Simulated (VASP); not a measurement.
# HgTe (Coloradoite) (F-43m) in VASP: notebook

Aim: see how the results for HgTe (Coloradoite) move with the level of theory and the settings. Levels: PBEsol-based screened hybrid, LDA, PBEsol+D4. Tasks: single point, relaxation of cell and atoms.

Everything below comes from runs of VASP 6.6.1. Logs are shortened: lines on timing, memory, paths and dates and some standing lists are left out, and cuts for length are marked.

## 1. The cell of the first run

Symmetry: F-43m, No. 216, cubic system. The conventional cell has a = 6.498 Å, b = 6.498 Å, c = 6.498 Å, α = 90.00°, β = 90.00°, γ = 90.00°. Within 3.7 Å of Hg (site symmetry -43m) lie 4 Te at 2.81 Å. Within 3.7 Å of Te (site symmetry -43m) lie 4 Hg at 2.81 Å.

## 2. Single point, PBEsol-based screened hybrid

POSCAR reads:

```
HgTe
1.0
    0.0000000000      3.2490874219      3.2490874219
    3.2490874219      0.0000000000      3.2490874219
    3.2490874219      3.2490874219      0.0000000000
Hg Te
1 1
Direct
    0.0000000000      0.0000000000      0.0000000000
    0.7500000000      0.7500000000      0.7500000000
```

INCAR.step1 reads:

```
PREC = Accurate
ENCUT = 520
EDIFF = 1E-5
ISMEAR = -1
SIGMA = 0.05
LREAL = False
LASPH = True
NELM = 80
ALGO = Normal
ISIF = 2
LWAVE = True
NBANDS = 16
GGA = PE
```

INCAR.step2 reads:

```
PREC = Accurate
ENCUT = 520
EDIFF = 1E-6
ISMEAR = -1
SIGMA = 0.05
LREAL = False
LASPH = True
NELM = 80
ALGO = Normal
ISIF = 2
LWAVE = False
LCHARG = True
GGA = PS
LHFCALC = True
AEXX = 0.25
HFSCREEN = 0.207
PRECFOCK = Normal
LELF = True
LVHAR = True
NBANDS = 16
ISTART = 1
```

KPOINTS reads:

```
Automatic mesh
0
Gamma
  4 4 4
```

Potentials or basis: VASP PAW PBE potentials, release 64 (Hg, Te).

Run with:

```console
$ cat potpaw_PBE.64/Hg/POTCAR potpaw_PBE.64/Te/POTCAR > POTCAR
$ cp INCAR.step1 INCAR
$ mpirun -np 1 vasp_std > vasp.out
$ cp INCAR.step2 INCAR
$ mpirun -np 1 vasp_std > vasp.out
```

OUTCAR:

```text
PREC = Accurate
   ENCUT = 520
   EDIFF = 1E-6
   ISMEAR = -1
   LREAL = False
   LASPH = True
   NELM = 80
   ISIF = 2
   GGA = PS
   LHFCALC = True
   AEXX = 0.25
   HFSCREEN = 0.207
   PRECFOCK = Normal
   ISTART = 1

 ion  position               nearest neighbor table
   1  0.000  0.000  0.000-   2 2.81   2 2.81   2 2.81   2 2.81
   2  0.750  0.750  0.750-   1 2.81   1 2.81   1 2.81   1 2.81

  LATTYP: Found a face centered cubic cell.
 ALAT       =     6.4981748438

  Lattice vectors:

 A1 = (   0.0000000000,   3.2490874219,   3.2490874219)
 A2 = (   3.2490874219,   0.0000000000,   3.2490874219)
 A3 = (   3.2490874219,   3.2490874219,   0.0000000000)

Analysis of symmetry for initial positions (statically):
=====================================================================
 Subroutine PRICEL returns:
 Original cell was already a primitive cell.

 Routine SETGRP: Setting up the symmetry group for a
 face centered cubic supercell.

 Subroutine GETGRP returns: Found 24 space group operations
 (whereof 24 operations were pure point group operations)
 out of a pool of 48 trial point group operations.

The static configuration has the point symmetry T_d .

Analysis of symmetry for dynamics (positions and initial velocities):
=====================================================================
 Subroutine PRICEL returns:
 Original cell was already a primitive cell.

 Routine SETGRP: Setting up the symmetry group for a
 face centered cubic supercell.

 Subroutine GETGRP returns: Found 24 space group operations
 (whereof 24 operations were pure point group operations)
 out of a pool of 48 trial point group operations.

The dynamic configuration has the point symmetry T_d .

 Subroutine INISYM returns: Found 24 space group operations
 (whereof 24 operations are pure point group operations),
 and found     1 'primitive' translations

----------------------------------------------------------------------------------------

                                     Primitive cell

  volume of cell :      68.5984

  direct lattice vectors                    reciprocal lattice vectors
     0.000000000  3.249087422  3.249087422    -0.153889365  0.153889365  0.153889365
[... 72 lines left out ...]
   NSW    =      0    number of steps for IOM
   IBRION =     -1    ionic relax: 0-MD 1-quasi-New 2-CG
   NFREE  =      0    steps in history (QN), initial steepest desc. (CG)
   ISIF   =      2    stress and relaxation
   ISYM   =      3    0-nonsym 1-usesym 2-fastsym
   POTIM  = 0.5000    time-step for ionic-motion
   TEBEG  =    0.0;   TEEND  =   0.0 temperature during run
   PSTRESS=    0.0 pullay stress
   NELECT =      18.0000    total number of electrons
   NUPDOWN=      -1.0000    fix difference up-down
   EMIN   =  10.00;   EMAX   =-10.00  energy-range for DOS
   EFERMI =   0.00;   METHOD = LEGACY
   ISMEAR =    -1;   SIGMA  =   0.05  broadening in eV -4-tet -1-fermi 0-gaus
   EFERMI_NEDOS =   21; number of points for ismear=-14 and -15
   IALGO  =     38    algorithm
   IMIX   =      1    mixing-type and parameters
     AMIX     =   0.40;   BMIX     =  1.00
     AMIX_MAG =   1.60;   BMIX_MAG =  1.00
  volume/ion in A,a.u.               =      34.30       231.46
  Fermi-wavevector in a.u.,A,eV,Ry     =   1.048080  1.980583 14.945603  1.098471
  Thomas-Fermi vector in A             =   2.182986
   LORBIT       =      0    0 simple, 1 ext, 2 COOP (PROOUT), +10 PAW based schemes
   GGA     = PS    functional components
   LHFCALC =     T    Hartree Fock is set to
   PRECFOCK=normal    Normal, Fast or Accurate (Low or Medium for compatibility)
   ENCUT4O =  -1.0   cutoff for four orbital integrals eV
   NKREDX  =     1    reduce k-point grid by
   NKREDY  =     1    reduce k-point grid by
   NKREDZ  =     1    reduce k-point grid by
   AEXX    =    0.2500 exact exchange contribution
   HFSCREEN=    0.2070 screening length (either q_TF or 0.3 A-1)
   HFSCREENC=   0.2070 screening length for correlation (either q_TF or 0.3 A-1)
   ENCUTFOCK=  -1.0 apply spherical cutoff to Coloumb kernel
   IVDW    =     0    specifies the selected vdW correction
   LEPSILON=     F    determine dielectric tensor
   LRPA    =     F    only Hartree local field effects (RPA)
 non-spin polarized calculation
  energy-cutoff  :      520.00
  volume of cell :       68.60
 maximum number of plane-waves:      1859
 NGX is ok and might be reduce to    36
  NGX = 28; NGY = 28; NGZ = 28

 number of electron      18.0000002 magnetization

 Free energy of the ion-electron system (eV)
  ---------------------------------------------------
  ext. energy  EPLUGINS =         0.00000000
  ---------------------------------------------------
  free energy    TOTEN  =        -5.18761161 eV

  energy without entropy =       -5.18459779  energy(sigma->0) =       -5.18610470

 E-fermi :   2.4279     XC(G=0):  -7.3766

 val. band max:        2.3930471621   @ k =   0.0000   0.0000   0.0000
 cond. band min:       3.6772639787   @ k =   0.5000   0.0000   0.0000
 fundamental gap:      1.2842168166
 Fermi energy:         2.4279349478

 k-point     1 :       0.0000    0.0000    0.0000
  band No.  band energies     occupation
      1     -10.5545      2.00000
      2      -5.9799      2.00000
      3      -5.9799      2.00000
      4      -5.9799      2.00000
      5      -5.4610      2.00000
      6      -5.4610      2.00000
[... 129 lines left out ...]
      3      -5.7214      2.00000
      4      -5.5148      2.00000
      5      -5.4844      2.00000
      6      -4.7937      2.00000
[... 8 lines left out ...]
     15      14.4334      0.00000
     16      14.4800      0.00000

------------------------ aborting loop because EDIFF is reached ----------------------------------------

  FORCE on cell =-STRESS in cart. coord.  units (eV):
  Direction    XX          YY          ZZ          XY          YZ          ZX
  --------------------------------------------------------------------------------------
  -------------------------------------------------------------------------------------
  Total       -0.0156250     -0.0156250     -0.0156250      0.0000000      0.0000000      0.0000000
  in kB       -0.3649365     -0.3649365     -0.3649365      0.0000000      0.0000000      0.0000000
  external PRESSURE =      -0.3649365 kB  Pullay stress =       0.0000000 kB

 VOLUME and BASIS-vectors are now :
 -----------------------------------------------------------------------------
  energy-cutoff  :      520.00
  volume of cell :       68.60
      direct lattice vectors                 reciprocal lattice vectors
     0.000000000  3.249087422  3.249087422    -0.153889365  0.153889365  0.153889365
     3.249087422  0.000000000  3.249087422     0.153889365 -0.153889365  0.153889365
     3.249087422  3.249087422  0.000000000     0.153889365  0.153889365 -0.153889365

 POSITION                                       TOTAL-FORCE (eV/Angst)
 -----------------------------------------------------------------------------------
      0.00000      0.00000      0.00000        -0.000000      0.000000     -0.000000
      4.87363      4.87363      4.87363         0.000000     -0.000000      0.000000
 -----------------------------------------------------------------------------------
    total drift:                                0.000031      0.000031      0.000030

  FREE ENERGIE OF THE ION-ELECTRON SYSTEM (eV)
  ---------------------------------------------------
  free  energy   TOTEN  =        -5.1876116090 eV

  energy  without entropy=       -5.1845977947  energy(sigma->0) =       -5.18610470
```

It took 8 min on 1 thread of Intel Xeon Platinum 8375C at 2.90GHz (Ice Lake), shared host; peak memory 0.32 GiB.

What came out:

```
Free energy            : -5.1876 eV
Pressure               : 0.0 GPa
Band gap on the k mesh : zero (filled and empty bands touch)
```

Caveat: the k points lie up to 0.42 Å⁻¹ apart; the PAW data sets were made with another functional, which shifts forces and pressure a little; spin-orbit coupling is left out, which moves the levels of the heavy elements.

## 3. Relaxation of cell and atoms, PBEsol-based screened hybrid

This run uses another cell than the first one, of 33.22 Å³/atom, 0.968 times its volume.

POSCAR reads:

```
HgTe
1.0
    0.0000000000      3.2145000000      3.2145000000
    3.2145000000      0.0000000000      3.2145000000
    3.2145000000      3.2145000000      0.0000000000
Hg Te
1 1
Direct
    0.0000000000      0.0000000000      0.0000000000
    0.7500000000      0.7500000000      0.7500000000
```

INCAR.step1 reads:

```
SYSTEM = HgTe
PREC = Accurate
ENCUT = 600
EDIFF = 1E-5
ISMEAR = -1
SIGMA = 0.05
LREAL = .False.
LASPH = .True.
NELM = 60
ALGO = Normal
LWAVE = .True.
LCHARG = .False.
GGA = PE
NBANDS = 16
```

INCAR.step2 reads:

```
SYSTEM = HgTe
PREC = Accurate
ENCUT = 600
EDIFF = 1E-6
ISMEAR = -1
SIGMA = 0.05
LREAL = .False.
LASPH = .True.
NELM = 60
ALGO = Normal
ISIF = 3
LWAVE = .False.
LCHARG = .False.
GGA = PS
LHFCALC = .True.
AEXX = 0.25
HFSCREEN = 0.207
PRECFOCK = Normal
IBRION = 2
NSW = 60
EDIFFG = -0.01
ISTART = 1
```

KPOINTS reads:

```
Automatic mesh
0
Gamma
  4 4 4
  0 0 0
```

Potentials or basis: VASP PAW PBE potentials, release 64 (Hg, Te).

Run with:

```console
$ cat potpaw_PBE.64/Hg/POTCAR potpaw_PBE.64/Te/POTCAR > POTCAR
$ cp INCAR.step1 INCAR
$ mpirun -np 1 vasp_std > vasp.out
$ cp INCAR.step2 INCAR
$ mpirun -np 1 vasp_std > vasp.out
```

OUTCAR:

```text
SYSTEM = HgTe
   PREC = Accurate
   ENCUT = 600
   EDIFF = 1E-6
   ISMEAR = -1
   LREAL = .False.
   LASPH = .True.
   NELM = 60
   ISIF = 3
   GGA = PS
   LHFCALC = .True.
   AEXX = 0.25
   HFSCREEN = 0.207
   PRECFOCK = Normal
   IBRION = 2
   NSW = 60
   EDIFFG = -0.01
   ISTART = 1

 ion  position               nearest neighbor table
   1  0.000  0.000  0.000-   2 2.78   2 2.78   2 2.78   2 2.78
   2  0.750  0.750  0.750-   1 2.78   1 2.78   1 2.78   1 2.78

  LATTYP: Found a face centered cubic cell.
 ALAT       =     6.4290000000

  Lattice vectors:

 A1 = (   0.0000000000,   3.2145000000,   3.2145000000)
 A2 = (   3.2145000000,   0.0000000000,   3.2145000000)
 A3 = (   3.2145000000,   3.2145000000,   0.0000000000)

Analysis of symmetry for initial positions (statically):
=====================================================================
 Subroutine PRICEL returns:
 Original cell was already a primitive cell.

 Routine SETGRP: Setting up the symmetry group for a
 face centered cubic supercell.

 Subroutine GETGRP returns: Found 24 space group operations
 (whereof 24 operations were pure point group operations)
 out of a pool of 48 trial point group operations.

[... 144 lines left out ...]

 number of electron      18.0000000 magnetization

 Free energy of the ion-electron system (eV)
  ---------------------------------------------------
  ext. energy  EPLUGINS =         0.00000000
  ---------------------------------------------------
  free energy    TOTEN  =        -5.17690410 eV

  energy without entropy =       -5.17380357  energy(sigma->0) =       -5.17535384

------------------------ aborting loop because EDIFF is reached ----------------------------------------

  FORCE on cell =-STRESS in cart. coord.  units (eV):
  Direction    XX          YY          ZZ          XY          YZ          ZX
  --------------------------------------------------------------------------------------
  -------------------------------------------------------------------------------------
  Total        0.6490243      0.6490243      0.6490243      0.0000000      0.0000000     -0.0000000
  in kB       15.6531321     15.6531321     15.6531321      0.0000000      0.0000000     -0.0000000
  external PRESSURE =      15.6531321 kB  Pullay stress =       0.0000000 kB
[... 59 lines left out ...]
--------------------------------------- Ionic step        3  -------------------------------------------

 number of electron      18.0000002 magnetization

 Free energy of the ion-electron system (eV)
  ---------------------------------------------------
  ext. energy  EPLUGINS =         0.00000000
  ---------------------------------------------------
  free energy    TOTEN  =        -5.18734597 eV

  energy without entropy =       -5.18433264  energy(sigma->0) =       -5.18583930

 E-fermi :   2.4241     XC(G=0):  -7.3753

 val. band max:        2.3892320987   @ k =   0.0000   0.0000   0.0000
 cond. band min:       3.6732096200   @ k =   0.5000   0.0000   0.0000
 fundamental gap:      1.2839775213
 Fermi energy:         2.4241143961

 k-point     1 :       0.0000    0.0000    0.0000
  band No.  band energies     occupation
      1     -10.5562      2.00000
      2      -5.9805      2.00000
      3      -5.9805      2.00000
      4      -5.9805      2.00000
      5      -5.4619      2.00000
      6      -5.4618      2.00000
      7       2.1329      1.99411
      8       2.3892      1.33536
      9       2.3892      1.33535
     10       2.3892      1.33533
     11       7.3522      0.00000
     12       7.3522      0.00000
     13       7.3522      0.00000
[... 139 lines left out ...]
  FREE ENERGIE OF THE ION-ELECTRON SYSTEM (eV)
  ---------------------------------------------------
  free  energy   TOTEN  =        -5.1873459680 eV

  energy  without entropy=       -5.1843326405  energy(sigma->0) =       -5.18583930

 reached required accuracy - stopping structural energy minimisation
```

It took 24 min on 1 thread of Intel Xeon Platinum 8375C at 2.90GHz (Ice Lake), shared host; peak memory 0.34 GiB.

What came out:

| Quantity | Value |
| --- | --- |
| Free energy | -5.1873 eV |
| Relaxed volume | 34.31 Å³/atom |
| Relaxed cell | a = 4.595 Å, b = 4.595 Å, c = 4.595 Å, α = 60.00°, β = 60.00°, γ = 60.00° |
| Space group after relaxing (to 0.05 Å) | F-43m (No. 216) |
| Energy gained by relaxing | 5.2 meV/atom |
| Ionic steps | 3 |
| Pressure after relaxing | 0.0 GPa |
| Band gap on the k mesh | zero (filled and empty bands touch) |

The path:
```tsv
step	energy change (eV)	largest force (eV/Å)	pressure (GPa)	volume (Å³)
1	0.0000	0.0000	1.57	66.43
2	-0.0085	0.0000	-0.62	69.60
3	-0.0104	0.0000	-0.01	68.62
```

Final structure:
```xyz
2
Lattice="0.0000 3.2494 3.2494 3.2494 0.0000 3.2494 3.2494 3.2494 0.0000" Properties=species:S:1:pos:R:3 pbc="T T T"
Hg    0.0000    0.0000    0.0000
Te    4.8741    4.8741    4.8741
```

Levels at points of the mesh, in eV from the Fermi level:
```csv
k point,band 5,band 6,band 7,band 8,band 9,band 10,band 11,band 12,band 13
"(0.00, 0.00, 0.00)",-7.89,-7.89,-0.29,-0.03,-0.03,-0.03,4.93,4.93,4.93
"(0.50, 0.00, 0.00)",-7.87,-7.53,-5.87,-1.09,-1.09,1.25,5.75,5.75,7.54
"(0.50, 0.50, 0.00)",-7.83,-7.38,-5.84,-2.45,-2.45,2.50,2.97,9.05,9.86
```

Caveat: the k points lie up to 0.42 Å⁻¹ apart in the final cell; the PAW data sets were made with another functional, which shifts forces and pressure a little; spin-orbit coupling is left out, which moves the levels of the heavy elements.

## 4. Single point, LDA

This run uses another cell than the first one, of 33.22 Å³/atom, 0.968 times its volume.

INCAR reads:

```
PREC     = Accurate       # precision mode
ENCUT    = 520            # plane-wave cutoff, eV
EDIFF    = 1E-7           # SCF threshold, eV
ISMEAR   = -1             # smearing method
SIGMA    = 0.05           # smearing width, eV
LREAL    = False          # projectors in reciprocal space
LASPH    = True           # aspherical terms in the spheres
NELM     = 80             # most SCF steps
ALGO     = Normal         # electronic algorithm
ISIF     = 2              # what is computed and relaxed
LWAVE    = False          # write WAVECAR
LCHARG   = False          # write CHGCAR
NBANDS   = 16             # bands
```

KPOINTS reads:

```
Automatic mesh
0
Gamma
  7 7 7
```

POSCAR is that of step 3.

Potentials or basis: VASP PAW LDA potentials, release 64 (Hg, Te).

Run with:

```console
$ cat potpaw_LDA.64/Hg/POTCAR potpaw_LDA.64/Te/POTCAR > POTCAR
$ mpirun -np 1 vasp_std > vasp.out
```

Run time: 25 s. Hardware: 1 thread of Intel Xeon 8259CL, shared host; peak memory 0.18 GiB.

The run converged. Its results:

```
Free energy            : -5.0321 eV
Pressure               : 0.4 GPa
Band gap on the k mesh : zero (filled and empty bands touch)
```

Levels at points of the mesh, in eV from the Fermi level:
| k point | band 5 | band 6 | band 7 | band 8 | band 9 | band 10 | band 11 | band 12 | band 13 | band 14 |
| --- | --- | --- | --- | --- | --- | --- | --- | --- | --- | --- |
| (0.00, 0.00, 0.00) | -6.96 | -6.96 | -0.87 | -0.04 | -0.04 | -0.04 | 4.09 | 4.09 | 4.09 | 6.19 |

Caveat: spin-orbit coupling is left out, which moves the levels of the heavy elements.

## 5. Single point, PBEsol+D4

This run uses another cell than the first one, of 33.73 Å³/atom, 0.983 times its volume.

INCAR reads:

```
SYSTEM = HgTe
ALGO     = Normal         ! electronic algorithm
EDIFF    = 1E-6           ! SCF threshold, eV
ENCUT    = 520            ! plane-wave cutoff, eV
GGA      = PS             ! functional
ISIF     = 2              ! what is computed and relaxed
ISMEAR   = -1             ! smearing method
IVDW     = 13             ! dispersion correction
LASPH    = .True.         ! aspherical terms in the spheres
LCHARG   = .False.        ! write CHGCAR
LREAL    = .False.        ! projectors in reciprocal space
LWAVE    = .False.        ! write WAVECAR
NBANDS   = 16             ! bands
NELM     = 80             ! most SCF steps
PREC     = Accurate       ! precision mode
SIGMA    = 0.05           ! smearing width, eV
```

KPOINTS reads:

```
k-points
0
Gamma
  7 7 7
  0 0 0
```

POSCAR reads:

```
HgTe
1.0
    0.0000000000      3.2309526688      3.2309526688
    3.2309526688      0.0000000000      3.2309526688
    3.2309526688      3.2309526688      0.0000000000
Hg Te
1 1
Direct
    0.0000000000      0.0000000000      0.0000000000
    0.7500000000      0.7500000000      0.7500000000
```

Potentials or basis: VASP PAW PBE potentials, release 64 (Hg, Te).

Run with:

```console
$ cat potpaw_PBE.64/Hg/POTCAR potpaw_PBE.64/Te/POTCAR > POTCAR
$ mpirun -np 1 vasp_std > vasp.out
```

It took 32 s on 1 thread of Intel Xeon 8259CL, shared host; peak memory 0.21 GiB.

It converged, with:

```yaml
Free_energy: -4.8254 eV
Pressure: 0.1 GPa
Band_gap_on_the_k_mesh: zero (filled and empty bands touch)
Dispersion_energy_per_atom: -0.230 eV
```

Levels at points of the mesh, in eV from the Fermi level:
```csv
k point,band 7,band 8,band 9,band 10,band 11,band 12
"(0.00, 0.00, 0.00)",-0.84,-0.04,-0.04,-0.04,4.14,4.14
```

Caveat: the PAW data sets were made with another functional, which shifts forces and pressure a little; spin-orbit coupling is left out, which moves the levels of the heavy elements; pairwise dispersion overbinds metals, which lowers pressure and volume.

[end of part 1 of 2]
